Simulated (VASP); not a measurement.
# Rh (Cmcm) in VASP: further runs

The runs below take Rh through single point, with PBEsol.

All numbers are computed with VASP 6.6.1; they aren't measurements. Logs are shortened: lines on timing, memory, paths and dates and some standing lists are left out, and cuts for length are marked.

### 1 The cell of the first run

The structure is orthorhombic, space group Cmcm (No. 63). The conventional cell has a = 2.872 Å, b = 4.634 Å, c = 8.088 Å, α = 90.00°, β = 90.00°, γ = 90.00°. Rh (site symmetry 2/m) has 12 Rh at 2.54 to 2.87 Å within 3.4 Å. Within 3.4 Å of Rh (site symmetry m2m) lie 12 Rh at 2.54 to 2.87 Å.

### 2 Single point, PBEsol

INCAR reads:

```
PREC = Accurate
ENCUT = 520
EDIFF = 1E-7
ISMEAR = 0
SIGMA = 0.15
LREAL = F
LASPH = T
NELM = 60
ALGO = Fast
ISIF = 2
LWAVE = F
LCHARG = F
GGA = PS
NBANDS = 38
```

KPOINTS reads:

```
regular mesh
0
Gamma
  18 18 6
```

POSCAR reads:

```
Rh
1.0
    2.8718175755      0.0000000000      0.0000000000
   -1.4359087878      2.3169913095      0.0000000000
    0.0000000000      0.0000000000      8.0877844121
Rh
4
Direct
    0.0000000000      0.0000000000      0.0000000000
    0.3333333333      0.6666666667      0.2500000000
    0.0000000000      0.0000000000      0.5000000000
    0.6666666667      0.3333333333      0.7500000000
```

Potentials or basis: VASP PAW PBE potentials, release 64 (Rh_pv).

The run is started by

```bash
cat potpaw_PBE.64/Rh_pv/POTCAR > POTCAR
mpirun -np 1 vasp_std > vasp.out
```

OUTCAR:

```text
PREC = Accurate
   ENCUT = 520
   EDIFF = 1E-7
   ISMEAR = 0
   LREAL = F
   LASPH = T
   NELM = 60
   ISIF = 2
   GGA = PS

 ion  position               nearest neighbor table
   1  0.000  0.000  0.000-   2 2.54   4 2.54   4 2.60   2 2.60   4 2.60   2 2.60
   2  0.333  0.667  0.250-   1 2.54   3 2.54   1 2.60   3 2.60   1 2.60   3 2.60
   3  0.000  0.000  0.500-   2 2.54   4 2.54   4 2.60   2 2.60   4 2.60   2 2.60
   4  0.667  0.333  0.750-   1 2.54   3 2.54   1 2.60   3 2.60   1 2.60   3 2.60

  Warning from LATTYP: Monoclinic adjustment (A1->A3, A2->A1, A3->A2)!
  LATTYP: Found a base centered orthorhombic cell.
 ALAT       =     2.8718175755
 B/A-ratio  =     1.6136061909
 C/A-ratio  =     2.8162598074

  Lattice vectors:

 A1 = (   1.4359087878,  -2.3169913095,   0.0000000000)
 A2 = (   1.4359087877,   2.3169913095,   0.0000000000)
 A3 = (   0.0000000000,   0.0000000000,   8.0877844121)

Analysis of symmetry for initial positions (statically):
=====================================================================
 Subroutine PRICEL returns:
 Original cell was already a primitive cell.

 Routine SETGRP: Setting up the symmetry group for a
 base centered orthorhombic supercell.

 Subroutine GETGRP returns: Found  8 space group operations
 (whereof  4 operations were pure point group operations)
 out of a pool of  8 trial point group operations.

The static configuration has the point symmetry C_2h.
 The point group associated with its full space group is D_2h.

Analysis of symmetry for dynamics (positions and initial velocities):
=====================================================================
 Subroutine PRICEL returns:
 Original cell was already a primitive cell.

 Routine SETGRP: Setting up the symmetry group for a
 base centered orthorhombic supercell.

 Subroutine GETGRP returns: Found  8 space group operations
 (whereof  4 operations were pure point group operations)
 out of a pool of  8 trial point group operations.

The dynamic configuration has the point symmetry C_2h.
 The point group associated with its full space group is D_2h.

 Subroutine INISYM returns: Found  8 space group operations
 (whereof  4 operations are pure point group operations),
 and found     1 'primitive' translations

----------------------------------------------------------------------------------------

                                     Primitive cell

  volume of cell :      53.8159

  direct lattice vectors                    reciprocal lattice vectors
     2.871817576  0.000000000  0.000000000     0.348211533  0.215797098  0.000000000
    -1.435908788  2.316991310  0.000000000     0.000000000  0.431594195  0.000000000
     0.000000000  0.000000000  8.087784412     0.000000000  0.000000000  0.123643256

  length of vectors
     2.871817576  2.725854504  8.087784412     0.409657978  0.431594195  0.123643256

  position of ions in fractional coordinates (direct lattice)
     0.000000000  0.000000000  0.000000000
     0.333333333  0.666666667  0.250000000
     0.000000000  0.000000000  0.500000000
     0.666666667  0.333333333  0.750000000

  ion indices of the primitive-cell ions
   primitive index   ion index
                 1           1
                 2           2
                 3           3
                 4           4

----------------------------------------------------------------------------------------

 KPOINTS: regular mesh

Automatic generation of k-mesh.
 Grid dimensions read from file:
 generate k-points for:   18   18    6

 Generating k-lattice:

  Cartesian coordinates                     Fractional coordinates (reciprocal lattice)
     0.019345085  0.011988728  0.000000000     0.055555556 -0.000000000  0.000000000
     0.000000000  0.023977455  0.000000000     0.000000000  0.055555556  0.000000000
     0.000000000  0.000000000  0.020607209     0.000000000  0.000000000  0.166666667

  Length of vectors
     0.022758777  0.023977455  0.020607209

  Shift w.r.t. Gamma in fractional coordinates (k-lattice)
     0.000000000  0.000000000  0.000000000

 Subroutine IBZKPT returns following result:
 ===========================================

 Found    364 irreducible k-points:

 Following reciprocal coordinates:
            Coordinates               Weight
  0.000000  0.000000  0.000000      1.000000
  0.055556 -0.000000  0.000000      4.000000
  0.111111 -0.000000  0.000000      4.000000
  0.166667  0.000000  0.000000      4.000000
  0.222222 -0.000000  0.000000      4.000000
  0.277778 -0.000000  0.000000      4.000000
[... 16 lines left out ...]
 -0.333333  0.055556  0.000000      4.000000
 -0.277778  0.055556  0.000000      4.000000
 [... further k-points ...]
   k-points           NKPTS =    364   k-points in BZ     NKDIM =    364   number of bands    NBANDS=     38
   number of dos      NEDOS =    301   number of ions     NIONS =      4
   total plane-waves  NPLWV =  28800
   dimension x,y,z NGX =    24 NGY =   20 NGZ =   60
   dimension x,y,z NGXF=    48 NGYF=   40 NGZF=  120
   ions per type =               4
   NGX,Y,Z   is equivalent  to a cutoff of  13.89, 12.20, 12.33 a.u.
   NGXF,Y,Z  is equivalent  to a cutoff of  27.79, 24.40, 24.67 a.u.
 SYSTEM =  unknown system
   PREC   = accura    normal or accurate (medium, high low for compatibility)
   ISTART =      0    job   : 0-new  1-cont  2-samecut
   ICHARG =      2    charge: 1-file 2-atom 10-const
   ISPIN  =      1    spin polarized calculation?
   LNONCOLLINEAR =      F non collinear calculations
   LSORBIT =      F    spin-orbit coupling
   LASPH  =      T    aspherical Exc in radial PAW
   ENCUT  =  520.0 eV  38.22 Ry    6.18 a.u.   5.34  5.07 15.04*2*pi/ulx,y,z
   NELM   =     60;   NELMIN=  2; NELMDL= -5     # of ELM steps
   EDIFF  = 0.1E-06   stopping-criterion for ELM
   LREAL  =      F    real-space projection
   EDIFFG = 0.1E-05   stopping-criterion for IOM
   NSW    =      0    number of steps for IOM
   IBRION =     -1    ionic relax: 0-MD 1-quasi-New 2-CG
   NFREE  =      0    steps in history (QN), initial steepest desc. (CG)
   ISIF   =      2    stress and relaxation
   ISYM   =      2    0-nonsym 1-usesym 2-fastsym
   POTIM  = 0.5000    time-step for ionic-motion
   TEBEG  =    0.0;   TEEND  =   0.0 temperature during run
   PSTRESS=    0.0 pullay stress
   NELECT =      60.0000    total number of electrons
   NUPDOWN=      -1.0000    fix difference up-down
   EMIN   =  10.00;   EMAX   =-10.00  energy-range for DOS
   EFERMI =   0.00;   METHOD = LEGACY
   ISMEAR =     0;   SIGMA  =   0.15  broadening in eV -4-tet -1-fermi 0-gaus
   EFERMI_NEDOS =   21; number of points for ismear=-14 and -15
   IALGO  =     68    algorithm
   IMIX   =      4    mixing-type and parameters
     AMIX     =   0.40;   BMIX     =  1.00
     AMIX_MAG =   1.60;   BMIX_MAG =  1.00
  volume/ion in A,a.u.               =      13.45        90.79
  Fermi-wavevector in a.u.,A,eV,Ry     =   1.697546  3.207897 39.207414  2.881664
  Thomas-Fermi vector in A             =   2.778208
   LORBIT       =      0    0 simple, 1 ext, 2 COOP (PROOUT), +10 PAW based schemes
   GGA     = PS    functional components
   LHFCALC =     F    Hartree Fock is set to
   AEXX    =    0.0000 exact exchange contribution
   IVDW    =     0    specifies the selected vdW correction
   LEPSILON=     F    determine dielectric tensor
   LRPA    =     F    only Hartree local field effects (RPA)
 non-spin polarized calculation
 RMM-DIIS sequential band-by-band and
 Gauss-broadening in eV      SIGMA  =   0.15
  energy-cutoff  :      520.00
  volume of cell :       53.82
 maximum number of plane-waves:      1486
 NGX is ok and might be reduce to    24
   NGX = 11   NGY = 11   NGZ = 31

 number of electron      60.0000009 magnetization

 Free energy of the ion-electron system (eV)
  ---------------------------------------------------
  ext. energy  EPLUGINS =         0.00000000
  ---------------------------------------------------
  free energy    TOTEN  =       -31.93274155 eV

  energy without entropy =      -31.86056942  energy(sigma->0) =      -31.89665549

 E-fermi :  12.1931     XC(G=0): -14.3416

 val. band max:       12.1930278476   @ k =  -0.2222   0.0556   0.1667
 cond. band min:      12.1935203093   @ k =   0.3889   0.0000   0.0000
 fundamental gap:      0.0004924616
 Fermi energy:        12.1931132213

 k-point     1 :       0.0000    0.0000    0.0000
  band No.  band energies     occupation
      1     -35.1836      2.00000
      2     -34.7089      2.00000
      3     -34.6773      2.00000
      4     -34.3698      2.00000
      5     -34.3624      2.00000
      6     -34.2950      2.00000
[... 30 lines left out ...]
     37      22.6757      0.00000
     38      26.2760      0.00000

 k-point     2 :       0.0556   -0.0000    0.0000
  band No.  band energies     occupation
      1     -35.1761      2.00000
      2     -34.7146      2.00000
      3     -34.6825      2.00000
      4     -34.3818      2.00000
      5     -34.3685      2.00000
      6     -34.3000      2.00000
[... 30 lines left out ...]
     37      22.6533      0.00000
     38      26.3996      0.00000

 k-point     3 :       0.1111   -0.0000    0.0000
  band No.  band energies     occupation
      1     -35.1539      2.00000
      2     -34.7321      2.00000
      3     -34.6981      2.00000
      4     -34.4184      2.00000
      5     -34.3809      2.00000
      6     -34.3143      2.00000
[... 30 lines left out ...]
     37      22.5891      0.00000
     38      26.6767      0.00000

 k-point     4 :       0.1667    0.0000    0.0000
  band No.  band energies     occupation
      1     -35.1191      2.00000
      2     -34.7624      2.00000
      3     -34.7236      2.00000
      4     -34.4709      2.00000
      5     -34.3992      2.00000
      6     -34.3398      2.00000
[... 30 lines left out ...]
     37      22.4947      0.00000
     38      26.5893      0.00000
[... 703 lines left out ...]
      4     -34.6575      2.00000
      5     -34.5675      2.00000
      6     -34.4776      2.00000
[... 30 lines left out ...]
     37      21.4981      0.00000
     38      22.2841      0.00000

 k-point    23 :      -0.3333    0.0556    0.0000
  band No.  band energies     occupation
      1     -35.0109      2.00000
      2     -34.8736      2.00000
      3     -34.7895      2.00000
      4     -34.6073      2.00000
      5     -34.4985      2.00000
      6     -34.4603      2.00000
[... 30 lines left out ...]
     37      22.1460      0.00000
     38      22.6963      0.00000

 k-point    24 :      -0.2778    0.0556    0.0000
  band No.  band energies     occupation
      1     -35.0514      2.00000
      2     -34.8237      2.00000
      3     -34.7688      2.00000
      4     -34.5488      2.00000
      5     -34.4489      2.00000
      6     -34.4208      2.00000
[... 30 lines left out ...]
     37      22.3521      0.00000
     38      24.4597      0.00000

 [... further k-points ...]

------------------------ aborting loop because EDIFF is reached ----------------------------------------

  FORCE on cell =-STRESS in cart. coord.  units (eV):
  Direction    XX          YY          ZZ          XY          YZ          ZX
  --------------------------------------------------------------------------------------
  -------------------------------------------------------------------------------------
  Total       -3.5149479      0.4445755     10.0280859     -0.0000000      0.0000000      0.0000000
  in kB     -104.6450407     13.2356493    298.5505035     -0.0000000      0.0000000      0.0000000
  external PRESSURE =      69.0470374 kB  Pullay stress =       0.0000000 kB

 VOLUME and BASIS-vectors are now :
 -----------------------------------------------------------------------------
  energy-cutoff  :      520.00
  volume of cell :       53.82
      direct lattice vectors                 reciprocal lattice vectors
     2.871817576  0.000000000  0.000000000     0.348211533  0.215797098  0.000000000
    -1.435908788  2.316991310  0.000000000     0.000000000  0.431594195  0.000000000
     0.000000000  0.000000000  8.087784412     0.000000000  0.000000000  0.123643256

 POSITION                                       TOTAL-FORCE (eV/Angst)
 -----------------------------------------------------------------------------------
      0.00000      0.00000      0.00000        -0.000000      0.000000      0.000000
     -0.00000      1.54466      2.02195        -0.000000      0.329495      0.000000
      0.00000      0.00000      4.04389         0.000000      0.000000      0.000000
      1.43591      0.77233      6.06584         0.000000     -0.329495      0.000000
 -----------------------------------------------------------------------------------
    total drift:                               -0.000000      0.000000     -0.000000

  FREE ENERGIE OF THE ION-ELECTRON SYSTEM (eV)
  ---------------------------------------------------
  free  energy   TOTEN  =       -31.9327415549 eV

  energy  without entropy=      -31.8605694237  energy(sigma->0) =      -31.89665549
```

Run time: 16 min. Hardware: 1 thread of Intel Xeon 8259CL, shared host; peak memory 0.57 GiB.

What came out:

```yaml
Free_energy: -31.9327 eV
Pressure: 6.9 GPa
Largest_force: 0.329 eV/Å
Band_gap_on_the_k_mesh: zero (bands 30 and 31 overlap by 2.03 eV)
```

Forces in eV/Å, atoms in the order of the input:
```
Rh   0.000  0.000  0.000
Rh   0.000  0.329  0.000
Rh   0.000  0.000  0.000
Rh   0.000 -0.329  0.000
```

Caveat: the cell differs from its parent crystal (strain +e along x and -e along y +0.0367, strain +e along z and -e/2 along x and y -0.0733); the stress differs along the axes, from -10 to 30 GPa; the PAW data sets were made with another functional, which shifts forces and pressure a little.

### 3 Single point, PBEsol

INCAR reads:

```
SYSTEM = Rh
PREC = Accurate ; ENCUT = 520
EDIFF = 1E-6 ; ISMEAR = 0
SIGMA = 0.15 ; LREAL = .FALSE.
LASPH = .TRUE. ; NELM = 80
ALGO = Fast ; ISIF = 2
LWAVE = .FALSE. ; LCHARG = .FALSE.
GGA = PS ; NBANDS = 38
```

KPOINTS reads:

```
regular mesh
0
G
  18 18 6
  0 0 0
```

POSCAR reads:

```
Rh
1.0
    2.7246615065      0.0000000000      0.0000000000
   -1.3623307533      2.1895504155      0.0000000000
    0.0000000000      0.0000000000      9.0478106183
Rh
4
Direct
    0.0000000000      0.0000000000      0.0000000000
    0.3333333333      0.6666666667      0.2500000000
    0.0000000000      0.0000000000      0.5000000000
    0.6666666667      0.3333333333      0.7500000000
```

Potentials or basis: VASP PAW PBE potentials, release 64 (Rh_pv).

The run is started by

```bash
cat potpaw_PBE.64/Rh_pv/POTCAR > POTCAR
mpirun -np 1 vasp_std > vasp.out
```

Wall time 8.6 min (1 thread of Intel Xeon Platinum 8488C (Sapphire Rapids), shared host); peak memory 0.56 GiB.

The run converged. Its results:

```
Free energy            : -32.1940 eV
Pressure               : 3.1 GPa
Largest force          : 0.127 eV/Å
Band gap on the k mesh : zero (bands 30 and 31 overlap by 2.39 eV)
```

Forces in eV/Å, atoms in the order of the input:
```
Rh   0.000  0.000  0.000
Rh   0.000  0.127  0.000
Rh   0.000  0.000  0.000
Rh   0.000 -0.127  0.000
```

Stress tensor (GPa, compression positive):
```
 -2.84   0.00   0.00
  0.00  24.33   0.00
  0.00   0.00 -12.12
```

Levels at points of the mesh, in eV from the Fermi level:
```tsv
k point	band 26	band 27	band 28	band 29	band 30	band 31	band 32	band 33	band 34	band 35
(0.00, 0.00, 0.00)	-2.18	-2.12	-1.38	-1.04	-0.75	-0.51	-0.44	-0.14	0.09	0.30
(0.50, 0.00, 0.00)	0.38	0.60	0.63	0.77	0.77	0.98	1.11	1.14	2.05	4.29
(0.00, 0.50, 0.00)	0.37	0.51	0.85	1.06	1.16	1.18	1.27	1.86	2.87	4.97
(0.00, 0.00, 0.50)	-2.28	-1.59	-1.59	-1.13	-1.13	-0.80	-0.80	0.01	0.01	0.25
(0.50, 0.00, 0.50)	-1.09	0.00	0.00	0.73	0.73	0.89	0.89	2.85	2.85	4.15
(0.00, 0.50, 0.50)	-0.87	-0.36	-0.36	1.09	1.09	1.24	1.24	3.37	3.37	4.88
```

Caveat: the cell differs from its parent crystal (strain +e along x and -e along y +0.0367, strain +e along z and -e/2 along x and y +0.0367); the stress differs along the axes, from -12 to 24 GPa; the PAW data sets were made with another functional, which shifts forces and pressure a little.
